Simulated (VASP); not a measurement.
# GaSb (F-43m) in VASP: a series of runs

Runs on GaSb. Level: PBEsol. Tasks: single point, relaxation of cell and atoms.

All numbers are computed with VASP 6.6.1; they aren't measurements. Logs are shortened: lines on timing, memory, paths and dates and some standing lists are left out, and cuts for length are marked.

## Step 1: The cell of the first run

It takes space group F-43m (No. 216, cubic). The conventional cell has a = 6.074 Å, b = 6.074 Å, c = 6.074 Å, α = 90.00°, β = 90.00°, γ = 90.00°. Ga (site symmetry -43m) has 4 Sb at 2.63 Å within 3.5 Å. Sb (site symmetry -43m) has 4 Ga at 2.63 Å within 3.5 Å.

## Step 2: Single point, PBEsol

File INCAR:

```
SYSTEM = GaSb
ALGO = Normal
EDIFF = 1E-7
ENCUT = 520
GGA = PS
ISIF = 2
ISMEAR = -1
LASPH = .True.
LCHARG = .False.
LREAL = .False.
LWAVE = .False.
NBANDS = 16
NELM = 100
PREC = Accurate
SIGMA = 0.1
```

File KPOINTS:

```
k-points
0
Gamma
  14 14 14
  0 0 0
```

File POSCAR:

```
GaSb
1.0
    0.0000000000      3.0371533122      3.0371533122
    3.0371533122      0.0000000000      3.0371533122
    3.0371533122      3.0371533122      0.0000000000
Ga Sb
1 1
Direct
    0.0000000000      0.0000000000      0.0000000000
    0.7500000000      0.7500000000      0.7500000000
```

Potentials or basis: VASP PAW PBE potentials, release 64 (Ga_d, Sb).

Run with:

```console
> cat potpaw_PBE.64/Ga_d/POTCAR potpaw_PBE.64/Sb/POTCAR > POTCAR
> mpirun -np 1 vasp_std > vasp.out
```

OUTCAR:

```text
SYSTEM = GaSb
   EDIFF = 1E-7
   ENCUT = 520
   GGA = PS
   ISIF = 2
   ISMEAR = -1
   LASPH = .True.
   LREAL = .False.
   NELM = 100
   PREC = Accurate

 ion  position               nearest neighbor table
   1  0.000  0.000  0.000-   2 2.63   2 2.63   2 2.63   2 2.63
   2  0.750  0.750  0.750-   1 2.63   1 2.63   1 2.63   1 2.63

  LATTYP: Found a face centered cubic cell.
 ALAT       =     6.0743066244

  Lattice vectors:

 A1 = (   0.0000000000,   3.0371533122,   3.0371533122)
 A2 = (   3.0371533122,   0.0000000000,   3.0371533122)
 A3 = (   3.0371533122,   3.0371533122,   0.0000000000)

Analysis of symmetry for initial positions (statically):
=====================================================================
 Subroutine PRICEL returns:
 Original cell was already a primitive cell.

 Routine SETGRP: Setting up the symmetry group for a
 face centered cubic supercell.

 Subroutine GETGRP returns: Found 24 space group operations
 (whereof 24 operations were pure point group operations)
 out of a pool of 48 trial point group operations.

The static configuration has the point symmetry T_d .

Analysis of symmetry for dynamics (positions and initial velocities):
=====================================================================
 Subroutine PRICEL returns:
 Original cell was already a primitive cell.

 Routine SETGRP: Setting up the symmetry group for a
 face centered cubic supercell.

 Subroutine GETGRP returns: Found 24 space group operations
 (whereof 24 operations were pure point group operations)
 out of a pool of 48 trial point group operations.

The dynamic configuration has the point symmetry T_d .

 Subroutine INISYM returns: Found 24 space group operations
 (whereof 24 operations are pure point group operations),
 and found     1 'primitive' translations

----------------------------------------------------------------------------------------

                                     Primitive cell

  volume of cell :      56.0312

  direct lattice vectors                    reciprocal lattice vectors
     0.000000000  3.037153312  3.037153312    -0.164627843  0.164627843  0.164627843
     3.037153312  0.000000000  3.037153312     0.164627843 -0.164627843  0.164627843
     3.037153312  3.037153312  0.000000000     0.164627843  0.164627843 -0.164627843

  length of vectors
     4.295183405  4.295183405  4.295183405     0.285143789  0.285143789  0.285143789

  position of ions in fractional coordinates (direct lattice)
     0.000000000  0.000000000  0.000000000
     0.750000000  0.750000000  0.750000000

  ion indices of the primitive-cell ions
   primitive index   ion index
                 1           1
                 2           2

----------------------------------------------------------------------------------------

 KPOINTS: k-points

Automatic generation of k-mesh.
 Grid dimensions read from file:
 generate k-points for:   14   14   14

 Generating k-lattice:

  Cartesian coordinates                     Fractional coordinates (reciprocal lattice)
    -0.011759132  0.011759132  0.011759132     0.071428571  0.000000000  0.000000000
     0.011759132 -0.011759132  0.011759132     0.000000000  0.071428571  0.000000000
     0.011759132  0.011759132 -0.011759132     0.000000000  0.000000000  0.071428571

  Length of vectors
     0.020367414  0.020367414  0.020367414

  Shift w.r.t. Gamma in fractional coordinates (k-lattice)
     0.000000000  0.000000000  0.000000000

 Subroutine IBZKPT returns following result:
 ===========================================

 Found    104 irreducible k-points:

 Following reciprocal coordinates:
            Coordinates               Weight
  0.000000  0.000000  0.000000      1.000000
  0.071429  0.000000  0.000000      8.000000
  0.142857  0.000000  0.000000      8.000000
  0.214286  0.000000  0.000000      8.000000
  0.285714  0.000000  0.000000      8.000000
  0.357143  0.000000  0.000000      8.000000
[... 16 lines left out ...]
  0.214286  0.142857  0.000000     24.000000
  0.285714  0.142857  0.000000     24.000000
 [... further k-points ...]
   k-points           NKPTS =    104   k-points in BZ     NKDIM =    104   number of bands    NBANDS=     16
   number of dos      NEDOS =    301   number of ions     NIONS =      2
   total plane-waves  NPLWV =  32768
   dimension x,y,z NGX =    32 NGY =   32 NGZ =   32
   dimension x,y,z NGXF=    64 NGYF=   64 NGZF=   64
   ions per type =               1   1
   NGX,Y,Z   is equivalent  to a cutoff of  12.39, 12.39, 12.39 a.u.
   NGXF,Y,Z  is equivalent  to a cutoff of  24.77, 24.77, 24.77 a.u.
 SYSTEM =  GaSb
   PREC   = accura    normal or accurate (medium, high low for compatibility)
   ISTART =      0    job   : 0-new  1-cont  2-samecut
   ICHARG =      2    charge: 1-file 2-atom 10-const
   ISPIN  =      1    spin polarized calculation?
   LNONCOLLINEAR =      F non collinear calculations
   LSORBIT =      F    spin-orbit coupling
[... 47 lines left out ...]

  energy without entropy =       -8.15091637  energy(sigma->0) =       -8.15155100

 E-fermi :   5.1484     XC(G=0):  -9.3611

 val. band max:        5.0963357458   @ k =   0.0000   0.0000   0.0000
 cond. band min:       5.3438871349   @ k =   0.5000   0.0000   0.0000
 fundamental gap:      0.2475513891
 Fermi energy:         5.1484376618

 k-point     1 :       0.0000    0.0000    0.0000
  band No.  band energies     occupation
      1     -10.0878      2.00000
      2     -10.0878      2.00000
      3     -10.0878      2.00000
      4     -10.0340      2.00000
      5     -10.0340      2.00000
      6      -6.7044      2.00000
[... 8 lines left out ...]
     15      13.5946      0.00000
     16      13.5946      0.00000

 k-point     2 :       0.0714    0.0000    0.0000
  band No.  band energies     occupation
      1     -10.0894      2.00000
      2     -10.0871      2.00000
      3     -10.0871      2.00000
      4     -10.0341      2.00000
      5     -10.0341      2.00000
      6      -6.6502      2.00000
[... 8 lines left out ...]
     15      13.1231      0.00000
     16      13.1231      0.00000

 k-point     3 :       0.1429    0.0000    0.0000
  band No.  band energies     occupation
      1     -10.0938      2.00000
      2     -10.0853      2.00000
      3     -10.0853      2.00000
      4     -10.0343      2.00000
      5     -10.0343      2.00000
      6      -6.4899      2.00000
[... 8 lines left out ...]
     15      12.6340      0.00000
     16      12.6340      0.00000

 k-point     4 :       0.2143    0.0000    0.0000
  band No.  band energies     occupation
      1     -10.1002      2.00000
      2     -10.0827      2.00000
      3     -10.0827      2.00000
      4     -10.0344      2.00000
      5     -10.0344      2.00000
      6      -6.2311      2.00000
[... 8 lines left out ...]
     15      12.4537      0.00000
     16      12.4537      0.00000

 k-point     5 :       0.2857    0.0000    0.0000
  band No.  band energies     occupation
      1     -10.1071      2.00000
      2     -10.0801      2.00000
      3     -10.0801      2.00000
      4     -10.0344      2.00000
      5     -10.0344      2.00000
      6      -5.8911      2.00000
[... 8 lines left out ...]
     15      12.6817      0.00000
     16      12.6817      0.00000

 k-point     6 :       0.3571    0.0000    0.0000
  band No.  band energies     occupation
      1     -10.1133      2.00000
      2     -10.0779      2.00000
      3     -10.0779      2.00000
      4     -10.0342      2.00000
      5     -10.0342      2.00000
      6      -5.5079      2.00000
[... 8 lines left out ...]
     15      13.3003      0.00000
     16      13.3003      0.00000
[... 267 lines left out ...]
 k-point    21 :      -0.0714    0.0714    0.0000
  band No.  band energies     occupation
      1     -10.0923      2.00000
      2     -10.0864      2.00000
      3     -10.0854      2.00000
      4     -10.0345      2.00000
      5     -10.0339      2.00000
      6      -6.5605      2.00000
[... 8 lines left out ...]
     15      12.4891      0.00000
     16      12.9288      0.00000

 k-point    22 :       0.1429    0.1429    0.0000
  band No.  band energies     occupation
      1     -10.0984      2.00000
      2     -10.0829      2.00000
      3     -10.0829      2.00000
      4     -10.0360      2.00000
      5     -10.0331      2.00000
      6      -6.4172      2.00000
[... 8 lines left out ...]
     15      12.0247      0.00000
     16      13.8586      0.00000

 k-point    23 :       0.2143    0.1429    0.0000
  band No.  band energies     occupation
      1     -10.1036      2.00000
      2     -10.0806      2.00000
      3     -10.0802      2.00000
      4     -10.0369      2.00000
      5     -10.0328      2.00000
      6      -6.2247      2.00000
[... 8 lines left out ...]
     15      12.7156      0.00000
     16      13.7407      0.00000

 k-point    24 :       0.2857    0.1429    0.0000
  band No.  band energies     occupation
      1     -10.1093      2.00000
      2     -10.0784      2.00000
      3     -10.0775      2.00000
      4     -10.0376      2.00000
      5     -10.0326      2.00000
      6      -5.9395      2.00000
[... 8 lines left out ...]
     15      13.2430      0.00000
     16      13.7515      0.00000

 [... further k-points ...]
[... 5 lines left out ...]
  --------------------------------------------------------------------------------------
  -------------------------------------------------------------------------------------
  Total        0.3814644      0.3814644      0.3814644      0.0000000      0.0000000     -0.0000000
  in kB       10.9077325     10.9077325     10.9077325      0.0000000      0.0000000     -0.0000000
  external PRESSURE =      10.9077325 kB  Pullay stress =       0.0000000 kB

 VOLUME and BASIS-vectors are now :
 -----------------------------------------------------------------------------
  energy-cutoff  :      520.00
  volume of cell :       56.03
      direct lattice vectors                 reciprocal lattice vectors
     0.000000000  3.037153312  3.037153312    -0.164627843  0.164627843  0.164627843
     3.037153312  0.000000000  3.037153312     0.164627843 -0.164627843  0.164627843
     3.037153312  3.037153312  0.000000000     0.164627843  0.164627843 -0.164627843

 POSITION                                       TOTAL-FORCE (eV/Angst)
 -----------------------------------------------------------------------------------
      0.00000      0.00000      0.00000         0.000000     -0.000000      0.000000
      4.55573      4.55573      4.55573        -0.000000      0.000000     -0.000000
 -----------------------------------------------------------------------------------
    total drift:                               -0.000000     -0.000000     -0.000001

  FREE ENERGIE OF THE ION-ELECTRON SYSTEM (eV)
  ---------------------------------------------------
  free  energy   TOTEN  =        -8.1521856365 eV

  energy  without entropy=       -8.1509163676  energy(sigma->0) =       -8.15155100
```

Run time: 92 s. Hardware: 1 thread of Intel Xeon 8259CL, shared host; peak memory 0.24 GiB.

Results:

```
Free energy : -8.1522 eV
Pressure    : 1.1 GPa
```

Levels at points of the mesh, in eV from the Fermi level:
| k point | band 6 | band 7 | band 8 | band 9 | band 10 | band 11 | band 12 | band 13 |
| --- | --- | --- | --- | --- | --- | --- | --- | --- |
| (0.00, 0.00, 0.00) | -11.85 | -0.20 | -0.20 | -0.20 | -0.05 | 2.56 | 2.56 | 2.56 |
| (0.50, 0.00, 0.00) | -10.17 | -6.70 | -1.39 | -1.39 | 0.20 | 3.52 | 3.52 | 6.11 |
| (0.50, 0.50, 0.00) | -9.30 | -7.13 | -2.86 | -2.86 | 0.62 | 0.92 | 8.61 | 8.61 |

Caveat: the PAW data sets were made with another functional, which shifts forces and pressure a little; spin-orbit coupling is left out, which moves the levels of the heavy elements.

## Step 3: Single point, PBEsol

This run uses another cell than the first one, of 28.54 Å³/atom.

File INCAR:

```
SYSTEM = GaSb
ALGO = Normal
EDIFF = 1E-7
ENCUT = 520
GGA = PS
ISIF = 2
ISMEAR = -1
LASPH = .TRUE.
LCHARG = .FALSE.
LREAL = .FALSE.
LWAVE = .FALSE.
NBANDS = 16
NELM = 80
PREC = Accurate
SIGMA = 0.1
```

File KPOINTS:

```
k-points
0
G
  14 14 14
  0 0 0
```

File POSCAR:

```
GaSb
1.0
    0.0000000000      3.0558091531      3.0558091531
    3.0558091531      0.0000000000      3.0558091531
    3.0558091531      3.0558091531      0.0000000000
Ga Sb
1 1
Direct
    0.0000000000      0.0000000000      0.0000000000
    0.7500000000      0.7500000000      0.7500000000
```

Potentials or basis: VASP PAW PBE potentials, release 64 (Ga_d, Sb).

Run with:

```console
> cat potpaw_PBE.64/Ga_d/POTCAR potpaw_PBE.64/Sb/POTCAR > POTCAR
> mpirun -np 1 vasp_std > vasp.out
```

It took 77 s on 1 thread of Intel Xeon 8259CL, shared host; peak memory 0.25 GiB.

The run converged. Its results:

```
Free energy : -8.1560 eV
Pressure    : 0.1 GPa
```

Levels at points of the mesh, in eV from the Fermi level:
| k point | band 7 | band 8 | band 9 | band 10 | band 11 | band 12 |
| --- | --- | --- | --- | --- | --- | --- |
| (0.00, 0.00, 0.00) | -0.18 | -0.18 | -0.18 | -0.17 | 2.58 | 2.58 |
| (0.50, 0.00, 0.00) | -6.59 | -1.34 | -1.34 | 0.17 | 3.54 | 3.54 |
| (0.50, 0.50, 0.00) | -7.02 | -2.78 | -2.78 | 0.66 | 0.97 | 8.51 |

Caveat: the PAW data sets were made with another functional, which shifts forces and pressure a little; spin-orbit coupling is left out, which moves the levels of the heavy elements.

## Step 4: Relaxation of cell and atoms, PBEsol, target pressure 1 GPa, at which the enthalpy is minimised

This run uses another cell than the first one, of 28.54 Å³/atom.

File INCAR:

```
SYSTEM = GaSb
PREC     = Accurate       ! precision mode
ENCUT    = 600            ! plane-wave cutoff, eV
EDIFF    = 1E-7           ! SCF threshold, eV
ISMEAR   = -1             ! smearing method
SIGMA    = 0.1            ! smearing width, eV
LREAL    = .False.        ! projectors in reciprocal space
LASPH    = .True.         ! aspherical terms in the spheres
NELM     = 80             ! most SCF steps
ALGO     = Normal         ! electronic algorithm
ISIF     = 3              ! what is computed and relaxed
LWAVE    = .False.        ! write WAVECAR
LCHARG   = .False.        ! write CHGCAR
GGA      = PS             ! functional
IBRION   = 2              ! ionic algorithm
NSW      = 100            ! ionic steps
EDIFFG   = -0.002         ! ionic threshold
PSTRESS  = 10.0
```

File KPOINTS:

```
Automatic mesh
0
Gamma
  14 14 14
  0 0 0
```

POSCAR is that of step 3.

Run with:

```console
> cat potpaw_PBE.64/Ga_d/POTCAR potpaw_PBE.64/Sb/POTCAR > POTCAR
> mpirun -np 1 vasp_std > vasp.out
```

Run time: 4.2 min. Hardware: 1 thread of Intel Xeon 8259CL, shared host; peak memory 0.29 GiB.

The run converged. Its results:

```
Free energy                                                : -8.1527 eV
Relaxed volume                                             : 28.05 Å³/atom
Relaxed cell                                               : a = 4.297 Å, b = 4.297 Å, c = 4.297 Å, α = 60.00°, β = 60.00°, γ = 60.00°
Space group after relaxing (to 0.1 Å)                      : F-43m (No. 216)
Energy change on relaxing (the run minimises the enthalpy) : +1.6 meV/atom
Ionic steps                                                : 3
Pressure after relaxing                                    : 1.0 GPa
```

The path:
| step | energy change (eV) | largest force (eV/Å) | pressure (GPa) | volume (Å³) |
| --- | --- | --- | --- | --- |
| 1 | 0.0000 | 0.0000 | 0.08 | 57.07 |
| 2 | 0.0060 | 0.0000 | 1.39 | 55.73 |
| 3 | 0.0032 | 0.0000 | 1.01 | 56.11 |

Final structure:
```yaml
crystal:
  lattice:
    - [0.00000, 3.03851, 3.03851]
    - [3.03851, 0.00000, 3.03851]
    - [3.03851, 3.03851, 0.00000]
  atoms:
    - { symbol: Ga, position: [0.00000, 0.00000, 0.00000] }
    - { symbol: Sb, position: [0.75000, 0.75000, 0.75000] }
```

Levels at points of the mesh, in eV from the Fermi level:
| k point | band 5 | band 6 | band 7 | band 8 | band 9 | band 10 | band 11 | band 12 | band 13 |
| --- | --- | --- | --- | --- | --- | --- | --- | --- | --- |
| (0.00, 0.00, 0.00) | -15.18 | -11.84 | -0.20 | -0.20 | -0.20 | -0.06 | 2.56 | 2.56 | 2.56 |
| (0.50, 0.00, 0.00) | -15.18 | -10.16 | -6.69 | -1.39 | -1.39 | 0.19 | 3.52 | 3.52 | 6.11 |
| (0.50, 0.50, 0.00) | -15.17 | -9.30 | -7.12 | -2.85 | -2.85 | 0.62 | 0.93 | 8.60 | 8.60 |

Caveat: the cell is relaxed towards a set pressure, so the run minimises the enthalpy, not the energy; the PAW data sets were made with another functional, which shifts forces and pressure a little; spin-orbit coupling is left out, which moves the levels of the heavy elements.

## Step 5: Relaxation of cell and atoms, PBEsol, target pressure 2 GPa, at which the enthalpy is minimised

This run uses another cell than the first one, of 28.54 Å³/atom.

File INCAR:

```
SYSTEM = GaSb
PREC = Accurate
ENCUT = 600
EDIFF = 1E-6
ISMEAR = -1
SIGMA = 0.1
LREAL = .False.
LASPH = .True.
NELM = 80
ALGO = Normal
ISIF = 3
LWAVE = .False.
LCHARG = .False.
GGA = PS
IBRION = 2
NSW = 100
EDIFFG = -0.002
PSTRESS = 20.0
```

KPOINTS is that of step 4.

POSCAR is that of step 4.

Run with:

```console
> cat potpaw_PBE.64/Ga_d/POTCAR potpaw_PBE.64/Sb/POTCAR > POTCAR
> mpirun -np 1 vasp_std > vasp.out
```

It took 3.6 min on 1 thread of Intel Xeon 8259CL, shared host; peak memory 0.29 GiB.

Results (log left out):

```
Free energy                                                : -8.1439 eV
Relaxed volume                                             : 27.58 Å³/atom
Relaxed cell                                               : a = 4.273 Å, b = 4.273 Å, c = 4.273 Å, α = 60.00°, β = 60.00°, γ = 60.00°
Space group after relaxing (to 0.1 Å)                      : F-43m (No. 216)
Energy change on relaxing (the run minimises the enthalpy) : +6.0 meV/atom
Ionic steps                                                : 3
Pressure after relaxing                                    : 2.0 GPa
Band gap on the k mesh                                     : 0.26 eV
```

The path:
| step | energy change (eV) | largest force (eV/Å) | pressure (GPa) | volume (Å³) |
| --- | --- | --- | --- | --- |
| 1 | 0.0000 | 0.0000 | 0.07 | 57.07 |
| 2 | 0.0257 | 0.0000 | 2.96 | 54.28 |
| 3 | 0.0120 | 0.0000 | 2.01 | 55.16 |

Final structure:
```
Ga Sb
1.0
     0.00000    3.02127    3.02127
     3.02127    0.00000    3.02127
     3.02127    3.02127    0.00000
Ga Sb
1 1
Cartesian
  0.0000 0.0000 0.0000
  4.5319 4.5319 4.5319
```

Levels at points of the mesh, in eV from the valence-band top:
| k point | band 6 | band 7 | band 8 | band 9 | band 10 | band 11 | band 12 | band 13 |
| --- | --- | --- | --- | --- | --- | --- | --- | --- |
| (0.00, 0.00, 0.00) | -11.77 | 0.00 | 0.00 | 0.00 | 0.26 | 2.75 | 2.75 | 2.75 |
| (0.50, 0.00, 0.00) | -10.04 | -6.59 | -1.22 | -1.22 | 0.43 | 3.72 | 3.72 | 6.29 |
| (0.50, 0.50, 0.00) | -9.15 | -7.01 | -2.72 | -2.72 | 0.80 | 1.09 | 8.91 | 8.91 |

Caveat: the cell is relaxed towards a set pressure, so the run minimises the enthalpy, not the energy; the PAW data sets were made with another functional, which shifts forces and pressure a little; spin-orbit coupling is left out, which moves the levels of the heavy elements.

## Step 6: Summary

| task | cell | cutoff (eV) | pressure (GPa) |
| --- | --- | --- | --- |
| single point | a = 4.295 Å, angles 60.0°, 2 atoms | 520 | 1.1 |
| single point | a = 4.322 Å, angles 60.0°, 2 atoms | 520 | 0.1 |
| relaxation of cell and atoms | relaxed to 1 GPa from a = 4.322 Å, angles 60.0°, 2 atoms | 600 | 1.0 |
| relaxation of cell and atoms | relaxed to 2 GPa from a = 4.322 Å, angles 60.0°, 2 atoms | 600 | 2.0 |

Alike in all rows: level PBEsol; potentials or basis VASP PAW PBE potentials, release 64 (Ga_d, Sb); no spin polarisation; k mesh 14 × 14 × 14; smearing fermi-dirac 0.1 eV.

Caveats: the PAW data sets were made with another functional, which shifts forces and pressure a little; spin-orbit coupling is left out, which moves the levels of the heavy elements; the cell is relaxed towards a set pressure, so the run minimises the enthalpy, not the energy (at least some runs).

Absolute energies hang on the potentials; compare differences alone.
